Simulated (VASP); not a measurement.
# Ti4BN5: single point with PBEsol

The system is Ti4BN5, a slab with vacuum.

```
N Ti B
1.0
     2.97263    0.00000    0.00000
    -1.48632    2.57437    0.00000
     0.00000    0.00000   28.70857
N Ti B
5 4 1
Direct
  0.33333 0.66667 0.29608
  0.00000 0.00000 0.38062
  0.66667 0.33333 0.46495
  0.33333 0.66667 0.54996
  0.00000 0.00000 0.63116
  0.66667 0.33333 0.33835
  0.33333 0.66667 0.42290
  0.00000 0.00000 0.50785
  0.66667 0.33333 0.59107
  0.00000 0.00000 0.67853
```

```json
{
  "Program": "VASP 6.6.1",
  "Task": "single point",
  "Functional": "PBEsol",
  "Potentials or basis": "VASP PAW PBE potentials, release 64 (N, Ti_sv, B)",
  "Cutoff": "520 eV",
  "k mesh": "12 × 12 × 1",
  "Occupations": "gaussian, width 0.1 eV",
  "Spin": "no spin polarisation",
  "Dipole correction": "yes",
  "Further INCAR settings": "ALGO = Normal; EDIFF = 1e-07; NBANDS = 49"
}
```

- Largest force: 5.732 eV/Å
- Band gap on the k mesh: zero (bands 38 and 39 overlap by 0.70 eV)

Forces on the atoms (eV/Å):
```
N    0.000  0.000  4.375
N    0.000  0.000  1.164
N    0.000  0.000  0.001
N    0.000  0.000 -0.007
N    0.000  0.000 -0.024
Ti   0.000  0.000 -5.732
Ti   0.000  0.000  0.167
Ti   0.000  0.000 -0.006
Ti   0.000  0.000 -0.004
B    0.000  0.000  0.066
```

Levels at points of the mesh, in eV from the Fermi level:
```
           k point  band 36  band 37  band 38  band 39  band 40  band 41
(0.00, 0.00, 0.00)    -0.42    -0.42    -0.09    -0.09     0.01     0.48
(0.50, 0.00, 0.00)    -1.28    -0.41    -0.22    -0.03     0.81     1.47
```

Run time: 20 min on 1 thread of Intel Xeon 8259CL (shared host), peak memory 0.45 GiB.

Caveat: the PAW data sets were made with another functional, which shifts forces and pressure a little.
